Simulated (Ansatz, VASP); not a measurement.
LiMgBN2 in VASP and in Ansatz

```xyz
5
Lattice="-1.9736 1.9736 4.6213 1.9736 -1.9736 4.6213 1.9736 1.9736 -4.6213" Properties=species:S:1:pos:R:3 pbc="T T T"
Li    1.9736    0.0000    2.3107
Mg    0.0000    1.9736    2.3107
B     0.0000    0.0000    4.6213
N     0.0000    0.0000    5.8556
N     0.0000    0.0000    3.3870
```

Alike in both runs: task single point; functional PBEsol; k mesh 8 × 8 × 8; occupations gaussian, width 0.05 eV; no spin polarisation.

|  | VASP | Ansatz |
| --- | --- | --- |
| version | VASP 6.6.1 | Ansatz 0.2.0 |
| potentials or method | VASP PAW PBE potentials, release 64 (Li_sv, Mg, B, N), cutoff 520 eV | scalar-relativistic, plane waves, PAW |
| valence electrons in the cell | 18 | 26 |

```csv
,VASP,Ansatz,Ansatz less VASP
gap on the k mesh at the Fermi level (eV),2.37,2.37,+0.002
least direct gap on the mesh (eV),2.91,2.93,+0.013
rms of the force components (eV/Å),3.460,3.456,-0.0044
```

VASP's potentials were made for PBE, not for PBEsol. Atom by atom the forces differ by 0.004 eV/Å (rms over components). With one functional, cell and mesh, what is left measures potentials, basis and numerics. VASP's potentials hold 18 valence electrons a cell and Ansatz's 26, so a difference there can come from the potentials and not from the codes.

Noted on VASP's run: the cutoff is short for stress, so the pressure is rough.
